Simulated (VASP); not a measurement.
The system is CuO.

```
CELL_PARAMETERS angstrom
4.68370 0.00000 0.00000
4.68370 3.42260 0.00000
-0.85003 0.00000 5.05787
ATOMIC_POSITIONS crystal
Cu 0.00000 0.25000 0.00000
Cu 0.50000 0.75000 0.50000
Cu 0.00000 0.75000 0.00000
Cu 0.50000 0.25000 0.50000
O 0.58160 0.91840 0.25000
O 0.41840 0.08160 0.75000
O 0.58160 0.41840 0.25000
O 0.41840 0.58160 0.75000
```

Base run:

| Property | Result |
| --- | --- |
| Program | VASP 6.6.1 |
| Functional | PBEsol |
| Potentials or basis | VASP PAW PBE potentials, release 64 (Cu, O) |
| Cutoff | 520 eV |
| k mesh | 7 × 7 × 4 |
| Occupations | gaussian, width 0.05 eV |
| Spin | collinear spin |
| Starting moments | [0.58, -0.58, 0.58, -0.58, 0.0, 0.0, 0.0, 0.0] μB |
| Hubbard terms | Cu d U = 7.0 eV |

Its results: band gap on the k mesh 1.29 eV; pressure -6.5 GPa; net moment 0.00 μB per cell; site moments Cu +0.66, -0.66 (each value once); O +0.00 μB; largest force 0.091 eV/Å.

**Question.** The run is repeated on the same cell with these changes: moments at the start from [0.58, -0.58, 0.58, -0.58, 0.0, 0.0, 0.0 to [1.0, 1.0, 1.0, 1.0, 0.0, 0.0, 0.0, 0.0]. What comes out?

**Answer.** Band gap on the k mesh 0.89 eV; pressure -6.0 GPa; net moment 4.00 μB per cell; site moments Cu +0.71; O +0.26 μB; largest force 0.093 eV/Å.

Caveats: the cell stands under tension; the PAW data sets were made with another functional, which shifts forces and pressure a little.

A k mesh can miss the band edges.
